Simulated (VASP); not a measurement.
Set up this calculation in VASP 6.6.1, as the native input.

| Quantity | Value |
| --- | --- |
| Task | single point |
| Functional | PBE |
| Potentials or basis | VASP PAW PBE potentials, release 64 (Nb_sv) |
| Cutoff | 520 eV |
| k mesh | 11 × 11 × 1 |
| Occupations | fermi-dirac, width 0.1 eV |
| Spin | no spin polarisation |
| Dipole correction | yes |
| Further INCAR settings | ALGO = Normal; EDIFF = 1e-06; NBANDS = 40 |

The structure of Nb lies in POSCAR:

```
Nb
1.0
    2.8820459413      0.0000000000      0.0000000000
   -0.9606819804      2.7172189717      0.0000000000
    0.0000000000      0.0000000000     24.4127226284
Nb
5
Direct
    0.5000000000      0.5000000000      0.3072168604
    0.0000000000      0.0000000000      0.4036084302
    0.5000000000      0.5000000000      0.5000000000
    0.0000000000      0.0000000000      0.5963915698
    0.5000000000      0.5000000000      0.6927831396
```

The input as run:

INCAR

```
SYSTEM = Nb
PREC = Accurate
ENCUT = 520
EDIFF = 1E-6
ISMEAR = -1
SIGMA = 0.1
LREAL = .FALSE.
LASPH = .TRUE.
NELM = 60
ALGO = Normal
ISIF = 2
LWAVE = .FALSE.
LCHARG = .FALSE.
LDIPOL = .TRUE.
IDIPOL = 3
DIPOL = 0.5 0.5 0.500
GGA = PE
NBANDS = 40
```

KPOINTS

```
regular mesh
0
G
  11 11 1
  0 0 0
```

Potentials or basis: VASP PAW PBE potentials, release 64 (Nb_sv).

Run with:

```console
$ cat potpaw_PBE.64/Nb_sv/POTCAR > POTCAR
$ mpirun -np 1 vasp_std > vasp.out
```

Results of the run:

```json
{
  "Largest force": "0.549 eV/Å"
}
```

Wall time 5.3 min on 1 thread of Intel(R) Xeon(R) Platinum 8488C (Sapphire Rapids), with other jobs on the host, peak memory 0.43 GiB.
